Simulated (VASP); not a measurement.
Input of a VASP 6.6.1 run:

Contents of INCAR:

```
SYSTEM = Be
ALGO     = Normal         ! electronic algorithm
EDIFF    = 1E-7           ! SCF threshold, eV
ENCUT    = 520            ! plane-wave cutoff, eV
GGA      = RE             ! functional
ISIF     = 2              ! what is computed and relaxed
ISMEAR   = -1             ! smearing method
LASPH    = .TRUE.         ! aspherical terms in the spheres
LCHARG   = .TRUE.         ! write CHGCAR
LELF     = .TRUE.         ! ELF
LREAL    = .FALSE.        ! projectors in reciprocal space
LVHAR    = .TRUE.       
LWAVE    = .FALSE.        ! write WAVECAR
NBANDS   = 10             ! bands
NELM     = 100            ! most SCF steps
PREC     = Accurate       ! precision mode
SIGMA    = 0.1            ! smearing width, eV
```

The input KPOINTS:

```
k-points
0
G
  11 11 16
  0 0 0
```

File POSCAR:

```
Be
1.0
    3.5948307396      0.0000000000      0.0000000000
   -1.7974153698      3.1132147428      0.0000000000
    0.0000000000      0.0000000000      2.2130332886
Be
3
Direct
    0.0000000000      0.0000000000      0.0000000000
    0.3333333333      0.6666666667      0.5000000000
    0.6666666667      0.3333333333      0.5000000000
```

Potentials or basis: VASP PAW PBE potentials, release 64 (Be).

Command:

```sh
$ cat potpaw_PBE.64/Be/POTCAR > POTCAR
$ mpirun -np 1 vasp_std > vasp.out
```

(1) What does it give for the band gap on the k mesh?

(2) Predict the pressure.

Results:

(1) zero (bands 3 and 4 overlap by 4.67 eV).

(2) 0.1 GPa.

Caveat: the PAW data sets were made with another functional, which shifts forces and pressure a little.
